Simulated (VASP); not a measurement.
# FePt (Tetraferroplatinum) (P4/mmm) in VASP: single point with PBE+D3(BJ)

Aim: the single point of FePt (Tetraferroplatinum) with PBE+D3(BJ).

Program: VASP 6.6.1. These are calculated values, not measurements. Logs are shortened: lines on timing, memory, paths and dates and some standing lists are left out, and cuts for length are marked.

### Step 1. The cell of the first run

Symmetry: P4/mmm, No. 123, tetragonal system. The conventional cell has a = 2.701 Å, b = 2.701 Å, c = 3.728 Å, α = 90.00°, β = 90.00°, γ = 90.00°. Within 3.5 Å of Fe (site symmetry 4/mmm) lie 8 Pt at 2.67 Å and 4 Fe at 2.70 Å. Within 3.5 Å of Pt (site symmetry 4/mmm) lie 8 Fe at 2.67 Å and 4 Pt at 2.70 Å.

### Step 2. Single point, PBE+D3(BJ), collinear spin, ferromagnetic start

Input file INCAR:

```
PREC = Accurate
ENCUT = 520
EDIFF = 1E-7
ISMEAR = 0
SIGMA = 0.1
LREAL = False
LASPH = True
NELM = 150
ALGO = Normal
ISIF = 2
LWAVE = False
LCHARG = True
ISPIN = 2
MAGMOM = 3.28 0.42
LORBIT = 11
LMAXMIX = 4
GGA = PE
IVDW = 12
LELF = True
LVHAR = True
NBANDS = 20
```

Input file KPOINTS:

```
Automatic mesh
0
Gamma
  16 16 12
```

Input file POSCAR:

```
FePt
1.0
    2.7009891467      0.0000000000      0.0000000000
    0.0000000000      2.7009891467      0.0000000000
    0.0000000000      0.0000000000      3.7283617946
Fe Pt
1 1
Direct
    0.0000000000      0.0000000000      0.0000000000
    0.5000000000      0.5000000000      0.5000000000
```

Potentials or basis: VASP PAW PBE potentials, release 64 (Fe, Pt).

Command:

```sh
> cat potpaw_PBE.64/Fe/POTCAR potpaw_PBE.64/Pt/POTCAR > POTCAR
> mpirun -np 1 vasp_std > vasp.out
```

OUTCAR:

```text
PREC = Accurate
   ENCUT = 520
   EDIFF = 1E-7
   ISMEAR = 0
   LREAL = False
   LASPH = True
   NELM = 150
   ISIF = 2
   ISPIN = 2
   LORBIT = 11
   GGA = PE
   IVDW = 12
 IVDW          = 12

 ion  position               nearest neighbor table
   1  0.000  0.000  0.000-   2 2.67   2 2.67   2 2.67   2 2.67   2 2.67   2 2.67   2 2.67   2 2.67

   2  0.500  0.500  0.500-   1 2.67   1 2.67   1 2.67   1 2.67   1 2.67   1 2.67   1 2.67   1 2.67

  LATTYP: Found a simple tetragonal cell.
 ALAT       =     2.7009891467
 C/A-ratio  =     1.3803690397

  Lattice vectors:

 A1 = (   2.7009891467,   0.0000000000,   0.0000000000)
 A2 = (   0.0000000000,   2.7009891467,   0.0000000000)
 A3 = (   0.0000000000,   0.0000000000,   3.7283617946)

Analysis of symmetry for initial positions (statically):
=====================================================================
 Subroutine PRICEL returns:
 Original cell was already a primitive cell.

 Routine SETGRP: Setting up the symmetry group for a
 simple tetragonal supercell.

 Subroutine GETGRP returns: Found 16 space group operations
 (whereof 16 operations were pure point group operations)
 out of a pool of 16 trial point group operations.

The static configuration has the point symmetry D_4h.

Analysis of symmetry for dynamics (positions and initial velocities):
=====================================================================
 Subroutine PRICEL returns:
 Original cell was already a primitive cell.

 Routine SETGRP: Setting up the symmetry group for a
 simple tetragonal supercell.

 Subroutine GETGRP returns: Found 16 space group operations
 (whereof 16 operations were pure point group operations)
 out of a pool of 16 trial point group operations.

The dynamic configuration has the point symmetry D_4h.

Analysis of structural, dynamic, and magnetic symmetry:
=====================================================================
 Subroutine PRICEL returns:
 Original cell was already a primitive cell.

 Routine SETGRP: Setting up the symmetry group for a
 simple tetragonal supercell.

 Subroutine GETGRP returns: Found 16 space group operations
 (whereof 16 operations were pure point group operations)
 out of a pool of 16 trial point group operations.

The overall configuration has the point symmetry D_4h.

 Subroutine INISYM returns: Found 16 space group operations
 (whereof 16 operations are pure point group operations),
 and found     1 'primitive' translations

----------------------------------------------------------------------------------------

                                     Primitive cell

  volume of cell :      27.1997

  direct lattice vectors                    reciprocal lattice vectors
     2.700989147  0.000000000  0.000000000     0.370234735  0.000000000  0.000000000
     0.000000000  2.700989147  0.000000000     0.000000000  0.370234735  0.000000000
     0.000000000  0.000000000  3.728361795     0.000000000  0.000000000  0.268214314

  length of vectors
     2.700989147  2.700989147  3.728361795     0.370234735  0.370234735  0.268214314

  position of ions in fractional coordinates (direct lattice)
     0.000000000  0.000000000  0.000000000
     0.500000000  0.500000000  0.500000000

  ion indices of the primitive-cell ions
   primitive index   ion index
                 1           1
                 2           2

----------------------------------------------------------------------------------------

 KPOINTS: Automatic mesh

Automatic generation of k-mesh.
 Grid dimensions read from file:
 generate k-points for:   16   16   12

 Generating k-lattice:

  Cartesian coordinates                     Fractional coordinates (reciprocal lattice)
     0.023139671  0.000000000  0.000000000     0.062500000  0.000000000  0.000000000
     0.000000000  0.023139671  0.000000000     0.000000000  0.062500000  0.000000000
     0.000000000  0.000000000  0.022351193     0.000000000  0.000000000  0.083333333

  Length of vectors
     0.023139671  0.023139671  0.022351193

  Shift w.r.t. Gamma in fractional coordinates (k-lattice)
     0.000000000  0.000000000  0.000000000

 Subroutine IBZKPT returns following result:
 ===========================================

 Found    315 irreducible k-points:

 Following reciprocal coordinates:
            Coordinates               Weight
  0.000000  0.000000  0.000000      1.000000
  0.062500  0.000000  0.000000      4.000000
  0.125000  0.000000  0.000000      4.000000
  0.187500  0.000000  0.000000      4.000000
  0.250000  0.000000  0.000000      4.000000
  0.312500  0.000000  0.000000      4.000000
[... 16 lines left out ...]
  0.437500  0.125000  0.000000      8.000000
  0.500000  0.125000  0.000000      4.000000
 [... further k-points ...]
   k-points           NKPTS =    315   k-points in BZ     NKDIM =    315   number of bands    NBANDS=     20
   number of dos      NEDOS =    301   number of ions     NIONS =      2
   total plane-waves  NPLWV =  11200
   dimension x,y,z NGX =    20 NGY =   20 NGZ =   28
   dimension x,y,z NGXF=    40 NGYF=   40 NGZF=   56
   ions per type =               1   1
   NGX,Y,Z   is equivalent  to a cutoff of  12.31, 12.31, 12.49 a.u.
   NGXF,Y,Z  is equivalent  to a cutoff of  24.62, 24.62, 24.97 a.u.
 SYSTEM =  unknown system
   PREC   = accura    normal or accurate (medium, high low for compatibility)
   ISTART =      0    job   : 0-new  1-cont  2-samecut
   ICHARG =      2    charge: 1-file 2-atom 10-const
   ISPIN  =      2    spin polarized calculation?
   LNONCOLLINEAR =      F non collinear calculations
   LSORBIT =      F    spin-orbit coupling
   LASPH  =      T    aspherical Exc in radial PAW
   ENCUT  =  520.0 eV  38.22 Ry    6.18 a.u.   5.02  5.02  6.93*2*pi/ulx,y,z
   NELM   =    150;   NELMIN=  2; NELMDL= -5     # of ELM steps
   EDIFF  = 0.1E-06   stopping-criterion for ELM
   LREAL  =      F    real-space projection
   EDIFFG = 0.1E-05   stopping-criterion for IOM
   NSW    =      0    number of steps for IOM
   IBRION =     -1    ionic relax: 0-MD 1-quasi-New 2-CG
   NFREE  =      0    steps in history (QN), initial steepest desc. (CG)
   ISIF   =      2    stress and relaxation
   ISYM   =      2    0-nonsym 1-usesym 2-fastsym
   POTIM  = 0.5000    time-step for ionic-motion
   TEBEG  =    0.0;   TEEND  =   0.0 temperature during run
   PSTRESS=    0.0 pullay stress
   NELECT =      18.0000    total number of electrons
   NUPDOWN=      -1.0000    fix difference up-down
   EMIN   =  10.00;   EMAX   =-10.00  energy-range for DOS
   EFERMI =   0.00;   METHOD = LEGACY
   ISMEAR =     0;   SIGMA  =   0.10  broadening in eV -4-tet -1-fermi 0-gaus
   EFERMI_NEDOS =   21; number of points for ismear=-14 and -15
   IALGO  =     38    algorithm
   IMIX   =      4    mixing-type and parameters
     AMIX     =   0.40;   BMIX     =  1.00
     AMIX_MAG =   1.60;   BMIX_MAG =  1.00
  volume/ion in A,a.u.               =      13.60        91.78
  Fermi-wavevector in a.u.,A,eV,Ry     =   1.426629  2.695938 27.691539  2.035271
  Thomas-Fermi vector in A             =   2.546886
   LORBIT       =     11    0 simple, 1 ext, 2 COOP (PROOUT), +10 PAW based schemes
   GGA     = PE    functional components
   LHFCALC =     F    Hartree Fock is set to
   AEXX    =    0.0000 exact exchange contribution
   IVDW    =    12    specifies the selected vdW correction
   LEPSILON=     F    determine dielectric tensor
   LRPA    =     F    only Hartree local field effects (RPA)
 spin polarized calculation
 Gauss-broadening in eV      SIGMA  =   0.10
  energy-cutoff  :      520.00
  volume of cell :       27.20
 maximum number of plane-waves:       760
   NGX = 11   NGY = 11   NGZ = 13

 number of electron      18.0000005 magnetization       3.2383183

 Free energy of the ion-electron system (eV)
  ---------------------------------------------------
  ext. energy  EPLUGINS =         0.00000000
  ---------------------------------------------------
  free energy    TOTEN  =       -14.79452501 eV

  energy without entropy =      -14.78826605  energy(sigma->0) =      -14.79139553

 E-fermi :   8.8955     XC(G=0): -13.1408

 val. band max:        8.8946715262   @ k =   0.5000   0.1875   0.5000
 cond. band min:       8.8961413681   @ k =   0.3750   0.1875   0.0000
 fundamental gap:      0.0014698419
 Fermi energy:         8.8955345903

 spin component 1

 k-point     1 :       0.0000    0.0000    0.0000
  band No.  band energies     occupation
      1      -0.8073      1.00000
      2       2.4361      1.00000
      3       2.6000      1.00000
      4       5.4510      1.00000
      5       5.4510      1.00000
      6       5.9399      1.00000
[... 12 lines left out ...]
     19      30.6143      0.00000
     20      30.6143      0.00000

 k-point     2 :       0.0625    0.0000    0.0000
  band No.  band energies     occupation
      1      -0.7026      1.00000
      2       2.4959      1.00000
      3       2.6688      1.00000
      4       5.4058      1.00000
      5       5.4807      1.00000
      6       5.9688      1.00000
[... 12 lines left out ...]
     19      30.4023      0.00000
     20      30.8109      0.00000

 k-point     3 :       0.1250    0.0000    0.0000
  band No.  band energies     occupation
      1      -0.3978      1.00000
      2       2.6417      1.00000
      3       2.8985      1.00000
      4       5.2732      1.00000
      5       5.5686      1.00000
      6       6.0402      1.00000
[... 12 lines left out ...]
     19      30.8571      0.00000
     20      31.1299      0.00000

 k-point     4 :       0.1875    0.0000    0.0000
  band No.  band energies     occupation
      1       0.0797      1.00000
      2       2.8435      1.00000
      3       3.2832      1.00000
      4       5.0619      1.00000
      5       5.7111      1.00000
      6       6.1011      1.00000
[... 429 lines left out ...]
 k-point    23 :       0.4375    0.1250    0.0000
  band No.  band energies     occupation
      1       2.8747      1.00000
      2       3.8764      1.00000
      3       4.1235      1.00000
      4       4.2117      1.00000
      5       4.9413      1.00000
      6       5.5144      1.00000
[... 12 lines left out ...]
     19      31.0462      0.00000
     20      31.7188      0.00000

 k-point    24 :       0.5000    0.1250    0.0000
  band No.  band energies     occupation
      1       3.1210      1.00000
      2       3.8153      1.00000
      3       4.0239      1.00000
      4       4.2934      1.00000
      5       4.9002      1.00000
      6       5.4513      1.00000
[... 12 lines left out ...]
     19      30.9164      0.00000
     20      32.2655      0.00000

 [... further k-points ...]

 spin component 2

 k-point     1 :       0.0000    0.0000    0.0000
  band No.  band energies     occupation
      1      -0.6760      1.00000
      2       2.9691      1.00000
      3       2.9934      1.00000
      4       6.5196      1.00000
      5       6.5196      1.00000
      6       8.0341      1.00000
[... 12 lines left out ...]
     19      30.7191      0.00000
     20      30.7191      0.00000

 k-point     2 :       0.0625    0.0000    0.0000
  band No.  band energies     occupation
      1      -0.5707      1.00000
      2       3.0169      1.00000
      3       3.0772      1.00000
      4       6.4131      1.00000
      5       6.5486      1.00000
      6       8.0619      1.00000
[... 12 lines left out ...]
     19      30.5286      0.00000
     20      30.9163      0.00000

 k-point     3 :       0.1250    0.0000    0.0000
  band No.  band energies     occupation
      1      -0.2642      1.00000
      2       3.1296      1.00000
      3       3.3499      1.00000
      4       6.1161      1.00000
      5       6.6338      1.00000
      6       7.8881      1.00000
[... 12 lines left out ...]
     19      31.1374      0.00000
     20      31.4988      0.00000

 k-point     4 :       0.1875    0.0000    0.0000
  band No.  band energies     occupation
      1       0.2156      1.00000
      2       3.3067      1.00000
      3       3.7804      1.00000
      4       5.6938      1.00000
      5       6.7691      1.00000
      6       7.5798      1.00000
[... 429 lines left out ...]
 k-point    23 :       0.4375    0.1250    0.0000
  band No.  band energies     occupation
      1       3.0481      1.00000
      2       4.2118      1.00000
      3       4.5634      1.00000
      4       4.7018      1.00000
      5       6.1990      1.00000
      6       6.8122      1.00000
[... 12 lines left out ...]
     19      31.6058      0.00000
     20      31.9141      0.00000

 k-point    24 :       0.5000    0.1250    0.0000
  band No.  band energies     occupation
      1       3.2792      1.00000
      2       4.1393      1.00000
      3       4.5779      1.00000
      4       4.6505      1.00000
      5       6.1909      1.00000
      6       6.8419      1.00000
[... 12 lines left out ...]
     19      31.5524      0.00000
     20      32.6206      0.00000

 [... further k-points ...]

------------------------ aborting loop because EDIFF is reached ----------------------------------------

 Edisp (eV)   -1.08844

 E8    (eV) :    -0.4944

  FORCE on cell =-STRESS in cart. coord.  units (eV):
  Direction    XX          YY          ZZ          XY          YZ          ZX
  --------------------------------------------------------------------------------------
  -------------------------------------------------------------------------------------
  Total      -0.07654    -0.07654    -0.06772     0.00000    -0.00000     0.00000
  in kB      -4.50843    -4.50843    -3.98892     0.00000    -0.00000     0.00000
  external pressure =       -4.34 kB  Pullay stress =        0.00 kB

 VOLUME and BASIS-vectors are now :
 -----------------------------------------------------------------------------
  energy-cutoff  :      520.00
  volume of cell :       27.20
      direct lattice vectors                 reciprocal lattice vectors
     2.700989147  0.000000000  0.000000000     0.370234735  0.000000000  0.000000000
     0.000000000  2.700989147  0.000000000     0.000000000  0.370234735  0.000000000
     0.000000000  0.000000000  3.728361795     0.000000000  0.000000000  0.268214314

 POSITION                                       TOTAL-FORCE (eV/Angst)
 -----------------------------------------------------------------------------------
      0.00000      0.00000      0.00000         0.000000      0.000000      0.000000
      1.35049      1.35049      1.86418         0.000000      0.000000      0.000000
 -----------------------------------------------------------------------------------
    total drift:                               -0.000000      0.000000      0.000000

  FREE ENERGIE OF THE ION-ELECTRON SYSTEM (eV)
  ---------------------------------------------------
  free  energy   TOTEN  =       -15.8829685533 eV

  energy  without entropy=      -15.8767095965  energy(sigma->0) =      -15.87983907

 total charge

# of ion       s       p       d       tot
------------------------------------------
    1        0.414   0.462   6.139   7.015
    2        0.723   0.684   8.066   9.473
--------------------------------------------------
tot          1.137   1.146  14.205  16.488

 magnetization (x)

# of ion       s       p       d       tot
------------------------------------------
    1        0.004  -0.007   2.895   2.892
    2       -0.025  -0.069   0.416   0.321
--------------------------------------------------
tot         -0.022  -0.076   3.310   3.213
```

Run time: 2.9 min. Hardware: 1 thread of Intel Xeon Platinum 8488C (Sapphire Rapids), shared host; peak memory 0.37 GiB.

Results:

| Quantity | Value |
| --- | --- |
| Free energy | -15.8830 eV |
| Pressure | -0.4 GPa |
| Net moment | 3.24 μB per cell |
| Site moments | Fe +2.89; Pt +0.32 μB |
| Valence electrons inside the program's atomic spheres | Fe 7.01; Pt 9.47 |
| Dispersion energy per atom | -0.544 eV |

Caveat: spin-orbit coupling is left out, which moves the levels of the heavy elements; pairwise dispersion overbinds metals, which lowers pressure and volume.
